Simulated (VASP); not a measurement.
A run of VASP 6.6.1 is set up as follows.

The input INCAR:

```
ALGO     = Normal         # electronic algorithm
EDIFF    = 1E-6           # SCF threshold, eV
EDIFFG   = -0.01          # ionic threshold
ENCUT    = 600            # plane-wave cutoff, eV
GGA      = PE             # functional
IBRION   = 2              # ionic algorithm
ISIF     = 3              # what is computed and relaxed
ISMEAR   = -1             # smearing method
IVDW     = 12             # dispersion correction
LASPH    = T              # aspherical terms in the spheres
LCHARG   = F              # write CHGCAR
LREAL    = F              # projectors in reciprocal space
LWAVE    = F              # write WAVECAR
NELM     = 60             # most SCF steps
NSW      = 60             # ionic steps
PREC     = Accurate       # precision mode
SIGMA    = 0.05           # smearing width, eV
```

Contents of KPOINTS:

```
k-points
0
Gamma
  10 10 9
```

Contents of POSCAR:

```
Mg
1.0
    3.0502998005      0.0000000000      0.0000000000
   -1.5251499003      2.6416371164      0.0000000000
    0.0000000000      0.0000000000      3.0448375700
Mg
1
Direct
    0.0000000000      0.0000000000      0.0000000000
```

Potentials or basis: VASP PAW PBE potentials, release 64 (Mg).

Command:

```sh
$ cat potpaw_PBE.64/Mg/POTCAR > POTCAR
$ mpirun -np 1 vasp_std > vasp.out
```

(1) Estimate the dispersion energy per atom.

(2) Predict the relaxed volume.

Results:

(1) -0.274 eV.

(2) 23.92 Å³/atom.
